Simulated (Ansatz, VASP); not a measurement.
## LiH: VASP beside Ansatz

File INCAR:

```
SYSTEM = LiH
  PREC = Accurate
  ENCUT = 520
  EDIFF = 1E-6
  ISMEAR = 0
  SIGMA = 0.27211386245988
  LREAL = .FALSE.
  LASPH = .TRUE.
  NELM = 100
  ALGO = Normal
  ISIF = 2
  LWAVE = .FALSE.
  LCHARG = .FALSE.
  GGA = PE
  NBANDS = 9
```

The input KPOINTS:

```
regular mesh
0
G
  10 10 10
  0 0 0
```

POSCAR

```
LiH
1.0
    0.0000000000      2.0086193919      2.0086193919
    2.0086193919      0.0000000000      2.0086193919
    2.0086193919      2.0086193919      0.0000000000
Li H
1 1
Direct
    0.0000000000      0.0000000000      0.0000000000
    0.5000000000      0.5000000000      0.5000000000
```

Input for Ansatz:

```yaml
crystal:
  lattice:
    - [0.0, 2.0086193919, 2.0086193919]
    - [2.0086193919, 0.0, 2.0086193919]
    - [2.0086193919, 2.0086193919, 0.0]
  atoms:
    - { symbol: Li, position: [0.0, 0.0, 0.0] }
    - { symbol: H, position: [0.5, 0.5, 0.5] }
basis:
  ecutwfc: 420
kpoints:
  mp_grid: { grid: [10, 10, 10] }
  band_path: { path: [VBM, CBM], npoints: 5 }
hamiltonian:
  xc: pbe
scf:
  occupations: { method: gaussian, width: "0.02 Ry" }
  max_iter: 94
output:
  forces: true
  stress: true
  eigenvalues: true
```

Alike in both runs: task single point; functional PBE; k mesh 10 × 10 × 10; no spin polarisation.

|  | VASP | Ansatz |
| --- | --- | --- |
| version | VASP 6.6.1 | Ansatz 0.2.0 |
| potentials or method | VASP PAW PBE potentials, release 64 (Li_sv, H), cutoff 520 eV | scalar-relativistic, plane waves, PAW |
| occupations | gaussian, width 0.272114 eV | gaussian |
| valence electrons in the cell | 4 | 4 |

Ansatz gave:

```
gap on the k mesh at the Fermi level (eV) : 2.99
least direct gap on the mesh (eV)         : 2.99
```

**Question.** What did VASP give for the same quantities?

**Answer.** gap on the k mesh at the Fermi level (eV): 2.98; least direct gap on the mesh (eV): 2.98.

Noted on VASP's run: the cutoff is short for stress, so the pressure is rough.
